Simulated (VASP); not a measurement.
# NaF (Fm-3m) in VASP: vibrations by perturbation theory with LDA

Aim: the vibrations by perturbation theory of NaF with LDA.

Program: VASP 6.6.1. These are calculated values, not measurements. Logs are shortened: lines on timing, memory, paths and dates and some standing lists are left out, and cuts for length are marked.

### Step 1. The cell of the first run

Symmetry: Fm-3m, No. 225, cubic system. The conventional cell has a = 4.422 Å, b = 4.422 Å, c = 4.422 Å, α = 90.00°, β = 90.00°, γ = 90.00°. Na (site symmetry m-3m) has 6 F at 2.21 Å within 2.9 Å. F (site symmetry m-3m) has 6 Na at 2.21 Å within 2.9 Å.

### Step 2. Vibrations by perturbation theory, LDA

File INCAR:

```
SYSTEM = NaF
  PREC = Accurate
  ENCUT = 520
  EDIFF = 1E-8
  ISMEAR = 0
  SIGMA = 0.01
  LREAL = .FALSE.
  LASPH = .TRUE.
  NELM = 60
  ALGO = Normal
  ISIF = 2
  LWAVE = .FALSE.
  LCHARG = .FALSE.
  GGA = CA
  NBANDS = 14
  IBRION = 8
  NSW = 1
  LEPSILON = .TRUE.
```

File KPOINTS:

```
Automatic mesh
0
G
  10 10 10
  0 0 0
```

File POSCAR:

```
NaF
1.0
    0.0000000000      2.2111000000      2.2111000000
    2.2111000000      0.0000000000      2.2111000000
    2.2111000000      2.2111000000      0.0000000000
Na F
1 1
Direct
    0.0000000000      0.0000000000      0.0000000000
    0.5000000000      0.5000000000      0.5000000000
```

Potentials or basis: VASP PAW LDA potentials, release 64 (Na_pv, F).

Launch:

```console
$ cat potpaw_LDA.64/Na_pv/POTCAR potpaw_LDA.64/F/POTCAR > POTCAR
$ mpirun -np 1 vasp_std > vasp.out
```

OUTCAR:

```text
SYSTEM = NaF
   PREC = Accurate
   ENCUT = 520
   EDIFF = 1E-8
   ISMEAR = 0
   LREAL = .FALSE.
   LASPH = .TRUE.
   NELM = 60
   ISIF = 2
   GGA = CA
   IBRION = 8
   NSW = 1
   LEPSILON = .TRUE.

 ion  position               nearest neighbor table
   1  0.000  0.000  0.000-   2 2.21   2 2.21   2 2.21   2 2.21   2 2.21   2 2.21
   2  0.500  0.500  0.500-   1 2.21   1 2.21   1 2.21   1 2.21   1 2.21   1 2.21

  LATTYP: Found a face centered cubic cell.
 ALAT       =     4.4222000000

  Lattice vectors:

 A1 = (   0.0000000000,   2.2111000000,   2.2111000000)
 A2 = (   2.2111000000,   0.0000000000,   2.2111000000)
 A3 = (   2.2111000000,   2.2111000000,   0.0000000000)

Analysis of symmetry for initial positions (statically):
=====================================================================
 Subroutine PRICEL returns:
 Original cell was already a primitive cell.

 Routine SETGRP: Setting up the symmetry group for a
 face centered cubic supercell.

 Subroutine GETGRP returns: Found 48 space group operations
 (whereof 48 operations were pure point group operations)
 out of a pool of 48 trial point group operations.

The static configuration has the point symmetry O_h .

Analysis of symmetry for dynamics (positions and initial velocities):
=====================================================================
 Subroutine PRICEL returns:
 Original cell was already a primitive cell.

 Routine SETGRP: Setting up the symmetry group for a
 face centered cubic supercell.

 Subroutine GETGRP returns: Found 48 space group operations
 (whereof 48 operations were pure point group operations)
 out of a pool of 48 trial point group operations.

The dynamic configuration has the point symmetry O_h .

 Subroutine INISYM returns: Found 48 space group operations
 (whereof 48 operations are pure point group operations),
 and found     1 'primitive' translations
[... 639 lines left out ...]
     0.07279  0.00000  0.00000
    -0.00000 -0.01474  0.00000
     0.00000  0.00000 -0.01474

 MACROSCOPIC STATIC DIELECTRIC TENSOR (including local field effects in DFT)
 ------------------------------------------------------
           1.929158    -0.000000    -0.000000
          -0.000000     1.929158    -0.000000
           0.000000    -0.000000     1.929158
 ------------------------------------------------------

 PIEZOELECTRIC TENSOR (including local field effects)  for field in x, y, z        (e  Angst)
          XX          YY          ZZ          XY          YZ          ZX
  --------------------------------------------------------------------------------
  x     0.00000     0.00000     0.00000     0.00000     0.00000     0.00000
  y     0.00000     0.00000     0.00000     0.00000     0.00000     0.00000
  z     0.00000     0.00000     0.00000     0.00000     0.00000     0.00000

 PIEZOELECTRIC TENSOR (including local field effects)  for field in x, y, z        (C/m^2)
          XX          YY          ZZ          XY          YZ          ZX
  --------------------------------------------------------------------------------
  x     0.00000     0.00000     0.00000     0.00000     0.00000     0.00000
  y     0.00000     0.00000     0.00000     0.00000     0.00000     0.00000
  z     0.00000     0.00000     0.00000     0.00000     0.00000     0.00000

 BORN EFFECTIVE CHARGES (including local field effects) (in |e|, cummulative output)
 ---------------------------------------------------------------------------------
 ion    1
    1     0.98401     0.00000     0.00000
    2     0.00000     0.98401     0.00000
    3     0.00000     0.00000     0.98401
 ion    2
    1    -0.98401     0.00000     0.00000
    2     0.00000    -0.98401     0.00000
    3     0.00000     0.00000    -0.98401

 INTERNAL STRAIN TENSOR FOR ION    2 for displacements in x,y,z  (eV/Angst):
          X           Y           Z          XY          YZ          ZX
  --------------------------------------------------------------------------------
  x     0.00000     0.00000     0.00000     0.00000     0.00000     0.00000
  y     0.00000     0.00000     0.00000     0.00000     0.00000     0.00000
  z     0.00000     0.00000     0.00000     0.00000     0.00000     0.00000

 SECOND DERIVATIVES (NOT SYMMETRIZED)
 ------------------------------------
               1X          1Y          1Z          2X          2Y          2Z
  1X    -3.797408    0.000000    0.000000    3.797408    0.000000    0.000000
  1Y     0.000000   -3.797408    0.000000    0.000000    3.797408    0.000000
  1Z     0.000000    0.000000   -3.797408    0.000000    0.000000    3.797408
  2X     3.792237    0.000000    0.000000   -3.792237    0.000000    0.000000
  2Y     0.000000    3.792237    0.000000    0.000000   -3.792237    0.000000
  2Z     0.000000    0.000000    3.792237    0.000000    0.000000   -3.792237

 Eigenvectors and eigenvalues of the dynamical matrix
 ----------------------------------------------------

   1 f  =    9.442165 THz    59.326872 2PiTHz  314.956721 cm-1    39.049639 meV
             X         Y         Z           dx          dy          dz
      0.000000  0.000000  0.000000     0.000000    0.000000   -0.672904
      2.211100  2.211100  2.211100     0.000000    0.000000    0.739729
[... 21 lines left out ...]
   6 f/i=    0.003203 THz     0.020124 2PiTHz    0.106833 cm-1     0.013246 meV
             X         Y         Z           dx          dy          dz
      0.000000  0.000000  0.000000    -0.155037    0.557673    0.460613
      2.211100  2.211100  2.211100    -0.141031    0.507294    0.419003

--------------------------------------------------------------------------------------------------------

 MACROSCOPIC STATIC DIELECTRIC TENSOR IONIC CONTRIBUTION
 ------------------------------------------------------
           2.135575     0.000000    -0.000000
           0.000000     2.135575    -0.000000
          -0.000000    -0.000000     2.135575
 ------------------------------------------------------

 ELASTIC MODULI CONTR FROM IONIC RELAXATION (kBar)
 Direction    XX          YY          ZZ          XY          YZ          ZX
 --------------------------------------------------------------------------------
 XX           0.0000      0.0000      0.0000      0.0000      0.0000      0.0000
 YY           0.0000      0.0000      0.0000      0.0000      0.0000      0.0000
 ZZ           0.0000      0.0000      0.0000      0.0000      0.0000      0.0000
 XY           0.0000      0.0000      0.0000      0.0000      0.0000      0.0000
 YZ           0.0000      0.0000      0.0000      0.0000      0.0000      0.0000
 ZX           0.0000      0.0000      0.0000      0.0000      0.0000      0.0000
 --------------------------------------------------------------------------------

 PIEZOELECTRIC TENSOR IONIC CONTR  for field in x, y, z        (C/m^2)
          XX          YY          ZZ          XY          YZ          ZX
  --------------------------------------------------------------------------------
  x     0.00000     0.00000     0.00000     0.00000     0.00000     0.00000
  y     0.00000     0.00000     0.00000     0.00000     0.00000     0.00000
  z     0.00000     0.00000     0.00000     0.00000     0.00000     0.00000
```

Wall time 2.7 min (1 thread of Intel Xeon Platinum 8259CL at 2.50GHz (Skylake/Cascade Lake), shared host); peak memory 0.19 GiB.

What came out:

```yaml
Electronic_dielectric_tensor_diagonal: 1.93
Born_charges_mean_of_the_diagonal: Na +0.98; F -0.98 e
Highest_phonon_frequency_at_Γ_LO-TO_splitting_left_out: 315 cm⁻¹
```

Phonon frequencies in cm⁻¹ (negative: imaginary):
| q point | frequencies |
| --- | --- |
| (0.000, 0.000, 0.000) | 0 0 0 315 315 315 |

Electronic dielectric tensor:
```
1.93 0.00 0.00
0.00 1.93 0.00
0.00 0.00 1.93
```

Born effective charge tensors (e):
atom 1, Na
```
0.98 0.00 0.00
0.00 0.98 0.00
0.00 0.00 0.98
```
atom 2, F
```
-0.98  0.00  0.00
 0.00 -0.98  0.00
 0.00  0.00 -0.98
```

Caveat: the cell wasn't relaxed at this level first, which shifts response properties.
